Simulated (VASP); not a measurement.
Runs of VASP 6.6.1 on CdS (Hawleyite). It takes space group F-43m (No. 216, cubic). Conventional cell: a = 5.878 Å, b = 5.878 Å, c = 5.878 Å, α = 90.00°, β = 90.00°, γ = 90.00°. Cd (site symmetry -43m) has 4 S at 2.55 Å within 3.4 Å. Within 3.4 Å of S (site symmetry -43m) lie 4 Cd at 2.55 Å. 

| task | level | potentials or basis | cutoff (eV) | smearing | grid for exact exchange (PRECFOCK) | share of exact exchange | screening parameter | GW scheme | GW iterations | gap on the mesh (eV) | pressure (GPa) |
| --- | --- | --- | --- | --- | --- | --- | --- | --- | --- | --- | --- |
| single point | PBE-based screened hybrid | VASP PAW PBE potentials, release 64 (Cd, S) | 520 | gaussian 0.01 eV | Normal | 0.75 | 0.2078 1/Å | - | - | 4.42 | -1.1 |
| single point | HSE06 | VASP PAW PBE potentials, release 64 (Cd, S) | 520 | gaussian 0.2 eV | Normal | - | 0.2079 1/Å | - | - | 2.12 | 0.7 |
| single point | PBE-based screened hybrid | VASP PAW PBE potentials, release 64 (Cd, S) | 520 | gaussian 0.01 eV | Normal | 0.1 | 0.1 1/Å | - | - | (c) | (a) |
| single point | PBE-based screened hybrid | VASP PAW PBE potentials, release 64 (Cd, S) | 520 | gaussian 0.01 eV | Normal | 0.2 | 0.5 1/Å | - | - | 1.51 | (b) |
| single point | HSE06 | VASP PAW PBE potentials, release 64 (Cd, S) | 520 | gaussian 0.01 eV | Normal | - | 0.2079 1/Å | - | - | 2.12 | 0.6 |

Alike in all rows: no spin polarisation; cell as given; k mesh 4 × 4 × 4.

Task: Estimate the missing entries.

Result: (a) 1.2; (b) 1.3; (c) 1.62.

Caveats: all runs use coarse meshes; the PAW data sets were made with another functional, which shifts forces and pressure a little.

A k mesh can miss the band edges, and the runs leave out spin-orbit coupling on Cd.
